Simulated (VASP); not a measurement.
Input of a VASP 6.6.1 run:

The input INCAR:

```
SYSTEM = Cd2S
PREC     = Accurate       ! precision mode
ENCUT    = 520            ! plane-wave cutoff, eV
EDIFF    = 1E-7           ! SCF threshold, eV
ISMEAR   = -1             ! smearing method
SIGMA    = 0.05           ! smearing width, eV
LREAL    = .FALSE.        ! projectors in reciprocal space
LASPH    = .TRUE.         ! aspherical terms in the spheres
NELM     = 100            ! most SCF steps
ALGO     = Normal         ! electronic algorithm
ISIF     = 2              ! what is computed and relaxed
LWAVE    = .FALSE.        ! write WAVECAR
LCHARG   = .TRUE.         ! write CHGCAR
LELF     = .TRUE.         ! ELF
LVHAR    = .TRUE.       
NBANDS   = 22             ! bands
```

The input KPOINTS:

```
Automatic mesh
0
G
  8 8 5
  0 0 0
```

POSCAR

```
Cd2S
1.0
    3.8817765334      0.0000000000      0.0000000000
   -1.9408882667      3.3617170898      0.0000000000
    0.0000000000      0.0000000000      5.6906037861
Cd S
2 1
Direct
    0.3333333333      0.6666666667      0.9327170000
    0.6666666667      0.3333333333      0.5787350000
    0.3333333333      0.6666666667      0.3657050000
```

Potentials or basis: VASP PAW LDA potentials, release 64 (Cd, S).

Run with:

```sh
$ cat potpaw_LDA.64/Cd/POTCAR potpaw_LDA.64/S/POTCAR > POTCAR
$ mpirun -np 1 vasp_std > vasp.out
```

Question: Predict the largest force.

Answer: 0.151 eV/Å.

Question: What does it give for the pressure?

Answer: -2.0 GPa.

Forces on the atoms (eV/Å):
```
Cd   0.000  0.000 -0.151
Cd   0.000  0.000  0.102
S    0.000  0.000  0.049
```
